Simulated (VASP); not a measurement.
# InC2 (P3_221) in VASP: a series of runs

InC2 is run at these levels: PBE; tasks: single point.

Program: VASP 6.6.1. These are calculated values, not measurements. Logs are shortened: lines on timing, memory, paths and dates and some standing lists are left out, and cuts for length are marked.

### Step 1. The cell of the first run

Symmetry: P3_221, No. 154, trigonal system. The conventional cell has a = 4.145 Å, b = 4.145 Å, c = 8.890 Å, α = 90.00°, β = 90.00°, γ = 120.00°. In (site symmetry 2) has 8 C at 2.38 to 3.09 Å within 3.1 Å. Within 1.7 Å of C (site symmetry 1) lie 1 C at 1.29 Å.

### Step 2. Single point, PBE

INCAR

```
PREC = Accurate
ENCUT = 520
EDIFF = 1E-6
ISMEAR = 0
SIGMA = 0.1
LREAL = F
LASPH = T
NELM = 60
ALGO = Normal
ISIF = 2
LWAVE = F
LCHARG = T
GGA = PE
LELF = T
LVHAR = T
NBANDS = 42
```

KPOINTS

```
regular mesh
0
Gamma
  6 6 4
```

POSCAR

```
InC2
1.0
    4.1447721953      0.0000000000      0.0000000000
   -2.0723860976      3.5894780141      0.0000000000
    0.0000000000      0.0000000000      8.8896556197
In C
3 6
Direct
    0.3778798413      0.0000000000      0.6666666667
    0.0000000000      0.3778798413      0.3333333333
    0.6221201587      0.6221201587      0.0000000000
    0.3635309448      0.1666647277      0.1935534979
    0.8333352723      0.1968662171      0.8602201646
    0.8031337829      0.6364690552      0.5268868312
    0.1666647277      0.3635309448      0.8064465021
    0.1968662171      0.8333352723      0.1397798354
    0.6364690552      0.8031337829      0.4731131688
```

Potentials or basis: VASP PAW PBE potentials, release 64 (In_d, C).

Launch:

```
> cat potpaw_PBE.64/In_d/POTCAR potpaw_PBE.64/C/POTCAR > POTCAR
> mpirun -np 1 vasp_std > vasp.out
```

OUTCAR:

```text
PREC = Accurate
   ENCUT = 520
   EDIFF = 1E-6
   ISMEAR = 0
   LREAL = F
   LASPH = T
   NELM = 60
   ISIF = 2
   GGA = PE

 ion  position               nearest neighbor table
   1  0.378  0.000  0.667-   9 2.38   5 2.38   7 2.43   6 2.43   7 2.64   6 2.64   3 3.72   3 3.72
                             2 3.72   2 3.72   3 4.02   2 4.02
   2  0.000  0.378  0.333-   6 2.38   8 2.38   4 2.43   9 2.43   4 2.64   9 2.64   3 3.72   3 3.72
                             1 3.72   1 3.72   3 4.02   1 4.02
   3  0.622  0.622  0.000-   7 2.38   4 2.38   8 2.43   5 2.43   8 2.64   5 2.64   2 3.72   1 3.72
                             2 3.72   1 3.72   1 4.02   2 4.02
   4  0.364  0.167  0.194-   8 1.29   3 2.38   2 2.43   2 2.64
   5  0.833  0.197  0.860-   7 1.29   1 2.38   3 2.43   3 2.64
   6  0.803  0.636  0.527-   9 1.29   2 2.38   1 2.43   1 2.64
   7  0.167  0.364  0.806-   5 1.29   3 2.38   1 2.43   1 2.64
   8  0.197  0.833  0.140-   4 1.29   2 2.38   3 2.43   3 2.64
   9  0.636  0.803  0.473-   6 1.29   1 2.38   2 2.43   2 2.64

  LATTYP: Found a hexagonal cell.
 ALAT       =     4.1447721953
 C/A-ratio  =     2.1447875060

  Lattice vectors:

 A1 = (   4.1447721953,   0.0000000000,   0.0000000000)
 A2 = (  -2.0723860976,   3.5894780141,   0.0000000000)
 A3 = (   0.0000000000,   0.0000000000,   8.8896556197)

Analysis of symmetry for initial positions (statically):
=====================================================================
 Subroutine PRICEL returns:
 Original cell was already a primitive cell.

 Routine SETGRP: Setting up the symmetry group for a
 hexagonal supercell.

 Subroutine GETGRP returns: Found  6 space group operations
 (whereof  2 operations were pure point group operations)
 out of a pool of 24 trial point group operations.

The static configuration has the point symmetry C_2 .
 The point group associated with its full space group is D_3 .

Analysis of symmetry for dynamics (positions and initial velocities):
=====================================================================
 Subroutine PRICEL returns:
 Original cell was already a primitive cell.

 Routine SETGRP: Setting up the symmetry group for a
 hexagonal supercell.

 Subroutine GETGRP returns: Found  6 space group operations
 (whereof  2 operations were pure point group operations)
 out of a pool of 24 trial point group operations.

The dynamic configuration has the point symmetry C_2 .
 The point group associated with its full space group is D_3 .

[... 118 lines left out ...]
   ISYM   =      2    0-nonsym 1-usesym 2-fastsym
   POTIM  = 0.5000    time-step for ionic-motion
   TEBEG  =    0.0;   TEEND  =   0.0 temperature during run
   PSTRESS=    0.0 pullay stress
   NELECT =      63.0000    total number of electrons
   NUPDOWN=      -1.0000    fix difference up-down
   EMIN   =  10.00;   EMAX   =-10.00  energy-range for DOS
   EFERMI =   0.00;   METHOD = LEGACY
   ISMEAR =     0;   SIGMA  =   0.10  broadening in eV -4-tet -1-fermi 0-gaus
   EFERMI_NEDOS =   21; number of points for ismear=-14 and -15
   IALGO  =     38    algorithm
   IMIX   =      4    mixing-type and parameters
     AMIX     =   0.40;   BMIX     =  1.00
     AMIX_MAG =   1.60;   BMIX_MAG =  1.00
  volume/ion in A,a.u.               =      14.70        99.17
  Fermi-wavevector in a.u.,A,eV,Ry     =   1.278545  2.416100 22.241138  1.634678
  Thomas-Fermi vector in A             =   2.411082
   LORBIT       =      0    0 simple, 1 ext, 2 COOP (PROOUT), +10 PAW based schemes
   GGA     = PE    functional components
   LHFCALC =     F    Hartree Fock is set to
   AEXX    =    0.0000 exact exchange contribution
   IVDW    =     0    specifies the selected vdW correction
   LEPSILON=     F    determine dielectric tensor
   LRPA    =     F    only Hartree local field effects (RPA)
 non-spin polarized calculation
 Gauss-broadening in eV      SIGMA  =   0.10
  energy-cutoff  :      520.00
  volume of cell :      132.26
 maximum number of plane-waves:      3603
 NGX is ok and might be reduce to    32
   NGX = 15   NGY = 15   NGZ = 33

 number of electron      63.0000012 magnetization

 Free energy of the ion-electron system (eV)
  ---------------------------------------------------
  ext. energy  EPLUGINS =         0.00000000
  ---------------------------------------------------
  free energy    TOTEN  =       -52.60726008 eV

  energy without entropy =      -52.59223082  energy(sigma->0) =      -52.59974545

 E-fermi :   5.7833     XC(G=0): -10.3395

 val. band max:        5.7778821353   @ k =   0.5000  -0.0000   0.0000
 cond. band min:       5.7842136712   @ k =   0.3333   0.1667   0.0000
 fundamental gap:      0.0063315358
 Fermi energy:         5.7833111854

 k-point     1 :       0.0000    0.0000    0.0000
  band No.  band energies     occupation
      1      -9.2369      2.00000
      2      -8.7484      2.00000
      3      -8.7484      2.00000
      4      -8.6819      2.00000
      5      -8.6111      2.00000
      6      -8.6111      2.00000
[... 1069 lines left out ...]
     41      11.7688      0.00000
     42      12.3260      0.00000

------------------------ aborting loop because EDIFF is reached ----------------------------------------

  FORCE on cell =-STRESS in cart. coord.  units (eV):
  Direction    XX          YY          ZZ          XY          YZ          ZX
  --------------------------------------------------------------------------------------
  -------------------------------------------------------------------------------------
  Total        0.1173286      0.1173286      0.3483155      0.0000000      0.0000000      0.0000000
  in kB        1.4213389      1.4213389      4.2195528      0.0000000      0.0000000      0.0000000
  external PRESSURE =       2.3540769 kB  Pullay stress =       0.0000000 kB

 VOLUME and BASIS-vectors are now :
 -----------------------------------------------------------------------------
  energy-cutoff  :      520.00
  volume of cell :      132.26
      direct lattice vectors                 reciprocal lattice vectors
     4.144772195  0.000000000  0.000000000     0.241267783  0.139296020  0.000000000
    -2.072386098  3.589478014  0.000000000     0.000000000  0.278592039  0.000000000
     0.000000000  0.000000000  8.889655620     0.000000000  0.000000000  0.112490297

 POSITION                                       TOTAL-FORCE (eV/Angst)
 -----------------------------------------------------------------------------------
      1.56623      0.00000      5.92644        -0.001563      0.000000     -0.000000
     -0.78311      1.35639      2.96322         0.000782     -0.001354     -0.000000
      1.28927      2.23309      0.00000         0.000782      0.001354     -0.000000
      1.16136      0.59824      1.72062        -0.001304      0.080273      0.035198
      3.04600      0.70665      7.64706        -0.068867     -0.041266      0.035198
      2.00980      2.28459      4.68384         0.070171     -0.039007      0.035198
     -0.06259      1.30489      7.16903         0.070171      0.039007     -0.035198
     -0.91103      2.99124      1.24259        -0.001304     -0.080273     -0.035198
      0.97362      2.88283      4.20581        -0.068867      0.041266     -0.035198
 -----------------------------------------------------------------------------------
    total drift:                                0.000012      0.000022      0.000000

  FREE ENERGIE OF THE ION-ELECTRON SYSTEM (eV)
  ---------------------------------------------------
  free  energy   TOTEN  =       -52.6072600791 eV

  energy  without entropy=      -52.5922308207  energy(sigma->0) =      -52.59974545
```

OSZICAR:

```text
N       E                     dE             d eps       ncg     rms          rms(c)
DAV:   1     0.662923484170E+03    0.66292E+03   -0.28712E+04  2016   0.186E+03
DAV:   2     0.506256477335E+02   -0.61230E+03   -0.58160E+03  2032   0.484E+02
DAV:   3    -0.539791882047E+02   -0.10460E+03   -0.10032E+03  2530   0.196E+02
DAV:   4    -0.609087320262E+02   -0.69295E+01   -0.68074E+01  2616   0.500E+01
DAV:   5    -0.611887534596E+02   -0.28002E+00   -0.27936E+00  2688   0.974E+00    0.155E+01
DAV:   6    -0.528173440948E+02    0.83714E+01   -0.16981E+01  2908   0.357E+01    0.106E+01
DAV:   7    -0.526018558642E+02    0.21549E+00   -0.43198E+00  2958   0.114E+01    0.322E+00
DAV:   8    -0.526072595083E+02   -0.54036E-02   -0.37072E-01  3088   0.474E+00    0.253E+00
DAV:   9    -0.526068725708E+02    0.38694E-03   -0.31852E-02  2696   0.147E+00    0.238E-01
DAV:  10    -0.526068187488E+02    0.53822E-04   -0.54033E-03  3166   0.776E-01    0.210E-01
DAV:  11    -0.526072430243E+02   -0.42428E-03   -0.12465E-03  2398   0.219E-01    0.366E-02
DAV:  12    -0.526072591075E+02   -0.16083E-04   -0.18635E-04  2556   0.114E-01    0.359E-02
DAV:  13    -0.526072599613E+02   -0.85377E-06   -0.43716E-05  2518   0.472E-02    0.117E-02
DAV:  14    -0.526072600791E+02   -0.11784E-06   -0.72117E-06  2496   0.217E-02
   1 F= -.52607260E+02 E0= -.52599745E+02  d E =-.150293E-01
```

Run time: 98 s. Hardware: 1 thread of Intel Xeon Platinum 8375C at 2.90GHz (Ice Lake), shared host; peak memory 0.3 GiB.

Results:

| Property | Result |
| --- | --- |
| Free energy | -52.6073 eV |
| Pressure | 0.2 GPa |
| Largest force | 0.088 eV/Å |

Forces on the atoms (eV/Å):
```
In  -0.002  0.000  0.000
In   0.001 -0.001  0.000
In   0.001  0.001  0.000
C   -0.001  0.080  0.035
C   -0.069 -0.041  0.035
C    0.070 -0.039  0.035
C    0.070  0.039 -0.035
C   -0.001 -0.080 -0.035
C   -0.069  0.041 -0.035
```

Levels at points of the mesh, in eV from the Fermi level:
| k point | band 27 | band 28 | band 29 | band 30 | band 31 | band 32 | band 33 | band 34 | band 35 | band 36 |
| --- | --- | --- | --- | --- | --- | --- | --- | --- | --- | --- |
| (0.00, 0.00, 0.00) | -3.00 | -2.76 | -2.76 | -2.63 | 0.60 | 1.22 | 1.22 | 1.85 | 2.67 | 2.67 |
| (0.50, 0.00, 0.00) | -3.65 | -3.35 | -2.39 | -2.08 | -0.97 | -0.01 | 0.73 | 2.61 | 2.84 | 3.84 |
| (0.00, 0.00, 0.50) | -2.96 | -2.81 | -2.81 | -2.71 | 0.54 | 0.54 | 1.79 | 2.48 | 2.68 | 2.68 |
| (0.50, 0.00, 0.50) | -3.62 | -2.97 | -2.41 | -2.26 | -1.02 | -0.46 | 1.73 | 2.17 | 3.04 | 3.35 |

Caveat: spin-orbit coupling is left out, which moves the levels of the heavy elements.

### Step 3. Single point, PBE

This run uses another cell than the first one, of 16.48 Å³/atom, 1.121 times its volume.

INCAR

```
PREC     = Accurate       # precision mode
ENCUT    = 520            # plane-wave cutoff, eV
EDIFF    = 1E-6           # SCF threshold, eV
ISMEAR   = 0              # smearing method
SIGMA    = 0.1            # smearing width, eV
LREAL    = False          # projectors in reciprocal space
LASPH    = True           # aspherical terms in the spheres
NELM     = 60             # most SCF steps
ALGO     = Normal         # electronic algorithm
ISIF     = 2              # what is computed and relaxed
LWAVE    = False          # write WAVECAR
LCHARG   = False          # write CHGCAR
GGA      = PE             # functional
NBANDS   = 42             # bands
```

KPOINTS

```
Automatic mesh
0
Gamma
  6 6 4
```

POSCAR

```
InC2
1.0
    5.3794416648      0.0000000000      0.0000000000
   -2.6897208323      4.6587331398      0.0000000000
    0.0000000000      0.0000000000      5.9176976515
In C
3 6
Direct
    0.4687000000      0.0000000000      0.6666666667
    0.0000000000      0.4687000000      0.3333333333
    0.5313000000      0.5313000000      0.0000000000
    0.4169000000      0.2659000000      0.1196000000
    0.7341000000      0.1510000000      0.7862666667
    0.8490000000      0.5831000000      0.4529333333
    0.2659000000      0.4169000000      0.8804000000
    0.1510000000      0.7341000000      0.2137333333
    0.5831000000      0.8490000000      0.5470666667
```

Potentials or basis: VASP PAW PBE potentials, release 64 (In_d, C).

Launch:

```
> cat potpaw_PBE.64/In_d/POTCAR potpaw_PBE.64/C/POTCAR > POTCAR
> mpirun -np 1 vasp_std > vasp.out
```

It took 2.2 min on 1 thread of Intel Xeon Platinum 8375C at 2.90GHz (Ice Lake), shared host; peak memory 0.31 GiB.

The run converged. Its results:

```
Free energy   : 24.6148 eV
Pressure      : 127.8 GPa
Largest force : 60.386 eV/Å
```

Forces in eV/Å, atoms in the order of the input:
```
In  -60.386   0.000   0.000
In   30.193 -52.296   0.000
In   30.193  52.296   0.000
C     2.191 -37.204  20.693
C    31.124  20.500  20.693
C   -33.315  16.705  20.693
C   -33.315 -16.705 -20.693
C     2.191  37.204 -20.693
C    31.124 -20.500 -20.693
```

Stress tensor (GPa, compression positive):
```
143.88   0.00   0.00
  0.00 143.88   0.00
  0.00   0.00  95.58
```

Levels at points of the mesh, in eV from the Fermi level:
| k point | band 28 | band 29 | band 30 | band 31 | band 32 | band 33 | band 34 | band 35 |
| --- | --- | --- | --- | --- | --- | --- | --- | --- |
| (0.00, 0.00, 0.00) | -2.20 | -1.56 | -1.56 | -0.32 | -0.32 | 0.32 | 0.32 | 0.32 |
| (0.50, 0.00, 0.00) | -1.37 | -1.30 | -0.51 | -0.31 | 0.30 | 0.31 | 0.75 | 0.90 |
| (0.00, 0.00, 0.50) | -1.04 | -1.02 | -1.02 | -0.18 | 0.53 | 0.53 | 0.59 | 1.29 |
| (0.50, 0.00, 0.50) | -1.24 | -1.14 | -0.52 | -0.48 | 0.14 | 0.34 | 0.69 | 0.92 |

Caveat: spin-orbit coupling is left out, which moves the levels of the heavy elements; forces of over 1 eV/Å act on the atoms, so gaps and moduli don't describe the material at rest.
